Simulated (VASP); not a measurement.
Write the native input for VASP 6.6.1 that does the following.

- Task: single point
- Functional: PBE
- Potentials or basis: VASP PAW PBE potentials, release 64 (Si, B)
- Cutoff: 500 eV
- k mesh: 6 × 6 × 3
- Occupations: gaussian, width 0.2 eV
- Spin: no spin polarisation
- Dipole correction: no
- Further INCAR settings: ALGO = Normal; EDIFF = 1e-06; NBANDS = 18

The structure of SiB5 lies in POSCAR:

```
SiB5
1.0
    2.8828553289     -0.0000000025      0.0000000000
   -1.4414276623      2.4966259515      0.0000000000
    0.0000000000      0.0000000000      7.2076819205
Si B
1 5
Direct
    0.0000000000      0.0000000000      0.5000000000
    0.3333333333      0.6666666667      0.3094834464
    0.6666666667      0.3333333333      0.6905165536
    0.3333333333      0.6666666667      0.0761037892
    0.6666666667      0.3333333333      0.9238962108
    0.0000000000      0.0000000000      0.0000000000
```

The input as run:

INCAR

```
SYSTEM = SiB5
PREC     = Accurate       ! precision mode
ENCUT    = 500            ! plane-wave cutoff, eV
EDIFF    = 1E-6           ! SCF threshold, eV
ISMEAR   = 0              ! smearing method
SIGMA    = 0.2            ! smearing width, eV
LREAL    = .FALSE.        ! projectors in reciprocal space
LASPH    = .TRUE.         ! aspherical terms in the spheres
NELM     = 120            ! most SCF steps
ALGO     = Normal         ! electronic algorithm
ISIF     = 2              ! what is computed and relaxed
LWAVE    = .FALSE.        ! write WAVECAR
LCHARG   = .FALSE.        ! write CHGCAR
GGA      = PE             ! functional
NBANDS   = 18             ! bands
GGA_COMPAT= .FALSE.
```

KPOINTS

```
Automatic mesh
0
G
  6 6 3
  0 0 0
```

Potentials or basis: VASP PAW PBE potentials, release 64 (Si, B).

Launch:

```bash
$ cat potpaw_PBE.64/Si/POTCAR potpaw_PBE.64/B/POTCAR > POTCAR
$ mpirun -np 1 vasp_std > vasp.out
```

It gave:

```yaml
Pressure: 0.0 GPa
Largest_force: 0.006 eV/Å
```

Caveat: the k points lie up to 0.42 Å⁻¹ apart.

Run time: 7.4 s on 1 thread of Intel(R) Xeon(R) 6975P-C (Granite Rapids) (shared host), peak memory 0.17 GiB.
